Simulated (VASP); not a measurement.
A run of VASP 6.6.1 is set up as follows.

The input INCAR:

```
SYSTEM = Ba
PREC     = Accurate       ! precision mode
ENCUT    = 520            ! plane-wave cutoff, eV
EDIFF    = 1E-6           ! SCF threshold, eV
ISMEAR   = -1             ! smearing method
SIGMA    = 0.05           ! smearing width, eV
LREAL    = .FALSE.        ! projectors in reciprocal space
LASPH    = .TRUE.         ! aspherical terms in the spheres
NELM     = 60             ! most SCF steps
ALGO     = Normal         ! electronic algorithm
ISIF     = 2              ! what is computed and relaxed
LWAVE    = .FALSE.        ! write WAVECAR
LCHARG   = .TRUE.         ! write CHGCAR
GGA      = PS             ! functional
LELF     = .TRUE.         ! ELF
LVHAR    = .TRUE.       
NBANDS   = 11             ! bands
```

Contents of KPOINTS:

```
Automatic mesh
0
G
  10 10 10
  0 0 0
```

The input POSCAR:

```
Ba
1.0
   -2.4500000000      2.5000000000      2.5000000000
    2.5000000000     -2.4500000000      2.5000000000
    2.5000000000      2.5000000000     -2.4500000000
Ba
1
Direct
    0.0000000000      0.0000000000      0.0000000000
```

Potentials or basis: VASP PAW PBE potentials, release 64 (Ba_sv).

Launch:

```console
$ cat potpaw_PBE.64/Ba_sv/POTCAR > POTCAR
$ mpirun -np 1 vasp_std > vasp.out
```

Question: Predict the pressure.

Answer: -0.5 GPa.

Question: What does it give for the band gap on the k mesh?

Answer: Zero (band 5 reaches 1.89 eV, above the bottom of band 6 at 1.01 eV).

Stress tensor (GPa, compression positive):
```
-0.54 -0.19 -0.19
-0.19 -0.54 -0.19
-0.19 -0.19 -0.54
```

Caveat: the cell differs from its parent crystal (equal xy, yz and zx shear strains of +2 %); the PAW data sets were made with another functional, which shifts forces and pressure a little; spin-orbit coupling is left out, which moves the levels of the heavy elements.
